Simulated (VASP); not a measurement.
# Mg7Te (P-6m2) in VASP: notebook, part 2 of 2

VASP 6.6.1.

## (5) Single point, PBE

This run uses another cell than the first one, of 23.46 Å³/atom.

INCAR reads:

```
PREC     = Accurate       # precision mode
ENCUT    = 600            # plane-wave cutoff, eV
EDIFF    = 1E-6           # SCF threshold, eV
ISMEAR   = 0              # smearing method
SIGMA    = 0.2            # smearing width, eV
LREAL    = False          # projectors in reciprocal space
LASPH    = True           # aspherical terms in the spheres
NELM     = 120            # most SCF steps
ALGO     = Normal         # electronic algorithm
ISIF     = 2              # what is computed and relaxed
LWAVE    = False          # write WAVECAR
LCHARG   = True           # write CHGCAR
GGA      = PE             # functional
LELF     = True           # ELF
LVHAR    = True         
NBANDS   = 20             # bands
GGA_COMPAT= False
```

KPOINTS reads:

```
regular mesh
0
Gamma
  3 3 3
```

POSCAR reads:

```
Mg7Te
1.0
    6.4252708340     -0.0000000028      0.0000000000
   -3.2126354146      5.5644477699      0.0000000000
    0.0000000000      0.0000000000      5.2491205276
Mg Te
7 1
Direct
    0.9970553458      0.4985276729      0.5000000000
    0.5014723271      0.4985276729      0.5000000000
    0.5014723271      0.0029446542      0.5000000000
    0.1706072476      0.3412144952      0.0000000000
    0.1706072476      0.8293927524      0.0000000000
    0.6587855048      0.8293927524      0.0000000000
    0.6666666667      0.3333333333      0.0000000000
    0.0000000000      0.0000000000      0.5000000000
```

Potentials or basis: VASP PAW PBE potentials, release 64 (Mg, Te).

Launch:

```
$ cat potpaw_PBE.64/Mg/POTCAR potpaw_PBE.64/Te/POTCAR > POTCAR
$ mpirun -np 1 vasp_std > vasp.out
```

OUTCAR:

```text
PREC = Accurate
   ENCUT = 600
   EDIFF = 1E-6
   ISMEAR = 0
   LREAL = False
   LASPH = True
   NELM = 120
   ISIF = 2
   GGA = PE

 ion  position               nearest neighbor table
   1  0.997  0.499  0.500-   2 3.18   3 3.18   7 3.20   7 3.20   4 3.21   4 3.21   5 3.21   5 3.21
                             8 3.21   8 3.21   2 3.24   3 3.24
   2  0.501  0.499  0.500-   1 3.18   3 3.18   7 3.20   7 3.20   4 3.21   4 3.21   6 3.21   6 3.21
                             8 3.21   8 3.21   1 3.24   3 3.24
   3  0.501  0.003  0.500-   1 3.18   2 3.18   7 3.20   7 3.20   5 3.21   5 3.21   6 3.21   6 3.21
                             8 3.21   8 3.21   1 3.24   2 3.24
   4  0.171  0.341  0.000-   6 3.14   5 3.14   2 3.21   2 3.21   1 3.21   1 3.21   7 3.21   7 3.21
                             8 3.24   8 3.24   6 3.29   5 3.29
   5  0.171  0.829  0.000-   6 3.14   4 3.14   3 3.21   3 3.21   1 3.21   1 3.21   7 3.21   7 3.21
                             8 3.24   8 3.24   6 3.29   4 3.29
   6  0.659  0.829  0.000-   5 3.14   4 3.14   3 3.21   3 3.21   2 3.21   2 3.21   7 3.21   7 3.21
                             8 3.24   8 3.24   5 3.29   4 3.29
   7  0.667  0.333  0.000-   1 3.20   1 3.20   3 3.20   3 3.20   2 3.20   2 3.20   4 3.21   6 3.21
                             5 3.21   5 3.21   4 3.21   6 3.21
   8  0.000  0.000  0.500-   3 3.21   3 3.21   2 3.21   2 3.21   1 3.21   1 3.21   6 3.24   6 3.24
                             5 3.24   5 3.24   4 3.24   4 3.24

  LATTYP: Found a hexagonal cell.
 ALAT       =     6.4252708340
 C/A-ratio  =     0.8169493027

  Lattice vectors:

 A1 = (   6.4252708340,  -0.0000000028,   0.0000000000)
 A2 = (  -3.2126354146,   5.5644477699,   0.0000000000)
 A3 = (   0.0000000000,   0.0000000000,   5.2491205276)

Analysis of symmetry for initial positions (statically):
=====================================================================
 Subroutine PRICEL returns:
 Original cell was already a primitive cell.

 Routine SETGRP: Setting up the symmetry group for a
 hexagonal supercell.

 Subroutine GETGRP returns: Found 12 space group operations
 (whereof 12 operations were pure point group operations)
 out of a pool of 24 trial point group operations.

The static configuration has the point symmetry D_3h.

Analysis of symmetry for dynamics (positions and initial velocities):
=====================================================================
 Subroutine PRICEL returns:
 Original cell was already a primitive cell.

 Routine SETGRP: Setting up the symmetry group for a
 hexagonal supercell.

 Subroutine GETGRP returns: Found 12 space group operations
 (whereof 12 operations were pure point group operations)
 out of a pool of 24 trial point group operations.

The dynamic configuration has the point symmetry D_3h.

 Subroutine INISYM returns: Found 12 space group operations
 (whereof 12 operations are pure point group operations),
 and found     1 'primitive' translations

----------------------------------------------------------------------------------------

                                     Primitive cell

  volume of cell :     187.6722

  direct lattice vectors                    reciprocal lattice vectors
     6.425270834 -0.000000003  0.000000000     0.155635463  0.089856176  0.000000000
    -3.212635415  5.564447770  0.000000000     0.000000000  0.179712353  0.000000000
[... 60 lines left out ...]
   k-points           NKPTS =      6   k-points in BZ     NKDIM =      6   number of bands    NBANDS=     20
   number of dos      NEDOS =    301   number of ions     NIONS =      8
   total plane-waves  NPLWV = 122472
   dimension x,y,z NGX =    54 NGY =   54 NGZ =   42
   dimension x,y,z NGXF=   108 NGYF=  108 NGZF=   84
   ions per type =               7   1
   NGX,Y,Z   is equivalent  to a cutoff of  13.97, 13.97, 13.30 a.u.
   NGXF,Y,Z  is equivalent  to a cutoff of  27.94, 27.94, 26.60 a.u.
 SYSTEM =  unknown system
   PREC   = accura    normal or accurate (medium, high low for compatibility)
   ISTART =      0    job   : 0-new  1-cont  2-samecut
   ICHARG =      2    charge: 1-file 2-atom 10-const
   ISPIN  =      1    spin polarized calculation?
   LNONCOLLINEAR =      F non collinear calculations
   LSORBIT =      F    spin-orbit coupling
   LASPH  =      T    aspherical Exc in radial PAW
   ENCUT  =  600.0 eV  44.10 Ry    6.64 a.u.  12.83 12.83 10.48*2*pi/ulx,y,z
   NELM   =    120;   NELMIN=  2; NELMDL= -5     # of ELM steps
   EDIFF  = 0.1E-05   stopping-criterion for ELM
   LREAL  =      F    real-space projection
   EDIFFG = 0.1E-04   stopping-criterion for IOM
   NSW    =      0    number of steps for IOM
   IBRION =     -1    ionic relax: 0-MD 1-quasi-New 2-CG
   NFREE  =      0    steps in history (QN), initial steepest desc. (CG)
   ISIF   =      2    stress and relaxation
   ISYM   =      2    0-nonsym 1-usesym 2-fastsym
   POTIM  = 0.5000    time-step for ionic-motion
   TEBEG  =    0.0;   TEEND  =   0.0 temperature during run
   PSTRESS=    0.0 pullay stress
   NELECT =      20.0000    total number of electrons
   NUPDOWN=      -1.0000    fix difference up-down
   EMIN   =  10.00;   EMAX   =-10.00  energy-range for DOS
   EFERMI =   0.00;   METHOD = LEGACY
   ISMEAR =     0;   SIGMA  =   0.20  broadening in eV -4-tet -1-fermi 0-gaus
   EFERMI_NEDOS =   21; number of points for ismear=-14 and -15
   IALGO  =     38    algorithm
   IMIX   =      4    mixing-type and parameters
     AMIX     =   0.40;   BMIX     =  1.00
     AMIX_MAG =   1.60;   BMIX_MAG =  1.00
  volume/ion in A,a.u.               =      23.46       158.31
  Fermi-wavevector in a.u.,A,eV,Ry     =   0.776160  1.466730  8.196489  0.602425
  Thomas-Fermi vector in A             =   1.878580
   LORBIT       =      0    0 simple, 1 ext, 2 COOP (PROOUT), +10 PAW based schemes
   GGA     = PE    functional components
   LHFCALC =     F    Hartree Fock is set to
   AEXX    =    0.0000 exact exchange contribution
   IVDW    =     0    specifies the selected vdW correction
   LEPSILON=     F    determine dielectric tensor
   LRPA    =     F    only Hartree local field effects (RPA)
 non-spin polarized calculation
 Gauss-broadening in eV      SIGMA  =   0.20
  energy-cutoff  :      600.00
  volume of cell :      187.67
 maximum number of plane-waves:      6297
 NGX is ok and might be reduce to    54
   NGX = 25   NGY = 25   NGZ = 21

 number of electron      20.0000000 magnetization

 Free energy of the ion-electron system (eV)
  ---------------------------------------------------
  ext. energy  EPLUGINS =         0.00000000
  ---------------------------------------------------
  free energy    TOTEN  =       -14.38452499 eV

  energy without entropy =      -14.28968608  energy(sigma->0) =      -14.33710553

 E-fermi :   3.7837     XC(G=0):  -8.7412

 val. band max:        3.7794606795   @ k =   0.3333   0.0000   0.3333
 cond. band min:       3.8077260339   @ k =   0.0000   0.0000   0.3333
 fundamental gap:      0.0282653544
 Fermi energy:         3.7837167089

 k-point     1 :       0.0000    0.0000    0.0000
  band No.  band energies     occupation
      1      -8.3991      2.00000
      2      -2.0843      2.00000
      3      -0.7931      2.00000
      4      -0.7931      2.00000
      5      -0.2282      2.00000
      6       1.4021      2.00000
[... 127 lines left out ...]
     19       7.9510      0.00000
     20       8.0426      0.00000

------------------------ aborting loop because EDIFF is reached ----------------------------------------

  FORCE on cell =-STRESS in cart. coord.  units (eV):
  Direction    XX          YY          ZZ          XY          YZ          ZX
  --------------------------------------------------------------------------------------
  -------------------------------------------------------------------------------------
  Total       -0.8166888     -0.8166888      0.7450114      0.0000000      0.0000000      0.0000000
  in kB       -6.9721564     -6.9721564      6.3602392      0.0000000      0.0000000      0.0000000
  external PRESSURE =      -2.5280245 kB  Pullay stress =       0.0000000 kB

 VOLUME and BASIS-vectors are now :
 -----------------------------------------------------------------------------
  energy-cutoff  :      600.00
  volume of cell :      187.67
      direct lattice vectors                 reciprocal lattice vectors
     6.425270834 -0.000000003  0.000000000     0.155635463  0.089856176  0.000000000
    -3.212635415  5.564447770  0.000000000     0.000000000  0.179712353  0.000000000
     0.000000000  0.000000000  5.249120528     0.000000000  0.000000000  0.190508104

 POSITION                                       TOTAL-FORCE (eV/Angst)
 -----------------------------------------------------------------------------------
      4.80476      2.77403      2.62456        -0.024525     -0.014159     -0.000000
      1.62051      2.77403      2.62456         0.024525     -0.014159     -0.000000
      3.21264      0.01639      2.62456         0.000000      0.028319      0.000000
      0.00000      1.89867      0.00000         0.000000      0.078358     -0.000000
     -1.56834      4.61511      0.00000         0.067860     -0.039179      0.000000
      1.56834      4.61511      0.00000        -0.067860     -0.039179      0.000000
      3.21264      1.85482      0.00000        -0.000000      0.000000      0.000000
      0.00000      0.00000      2.62456        -0.000000      0.000000      0.000000
 -----------------------------------------------------------------------------------
    total drift:                               -0.000000      0.000000     -0.000000

  FREE ENERGIE OF THE ION-ELECTRON SYSTEM (eV)
  ---------------------------------------------------
  free  energy   TOTEN  =       -14.3845249883 eV

  energy  without entropy=      -14.2896860812  energy(sigma->0) =      -14.33710553
```

Wall time 69 s (1 thread of Intel Xeon 8259CL, shared host); peak memory 0.33 GiB.

Results:

```yaml
Free_energy: -14.3845 eV
Pressure: -0.3 GPa
Largest_force: 0.078 eV/Å
Band_gap_on_the_k_mesh: zero (bands 10 and 11 overlap by 0.71 eV)
```

Forces on the atoms (eV/Å):
```
Mg  -0.025 -0.014  0.000
Mg   0.025 -0.014  0.000
Mg   0.000  0.028  0.000
Mg   0.000  0.078  0.000
Mg   0.068 -0.039  0.000
Mg  -0.068 -0.039  0.000
Mg   0.000  0.000  0.000
Te   0.000  0.000  0.000
```

Caveat: the k points lie up to 0.40 Å⁻¹ apart, too coarse for converged energies and pressures of a metal; semilocal functionals underestimate gaps, so a narrow gap can read as zero; spin-orbit coupling is left out, which moves the levels of the heavy elements.

## (6) Overview

```tsv
cell	gap on the mesh (eV)	pressure (GPa)	largest force (eV/Å)
a = 6.364, b = 6.364, c = 5.324 Å, angles 90.0, 90.0, 120.0°, 8 atoms, atomic positions A	none	0.0	0.04
a = 6.404, b = 6.404, c = 5.294 Å, angles 90.0, 90.0, 120.0°, 8 atoms, atomic positions B	none	-0.3	0.06
a = 6.402, b = 6.402, c = 5.292 Å, angles 90.0, 90.0, 120.0°, 8 atoms, atomic positions B	none	-0.2	0.05
a = 6.425, b = 6.425, c = 5.249 Å, angles 90.0, 90.0, 120.0°, 8 atoms, atomic positions B	none	-0.3	0.08
```

Alike in all rows: task single point; level PBE; potentials or basis VASP PAW PBE potentials, release 64 (Mg, Te); no spin polarisation; k mesh 3 × 3 × 3; cutoff (eV) 600; smearing gaussian 0.2 eV.

Caveats: all runs use coarse meshes; semilocal functionals underestimate gaps, so a narrow gap can read as zero; spin-orbit coupling is left out, which moves the levels of the heavy elements.

Absolute energies hang on the potentials; compare differences alone.
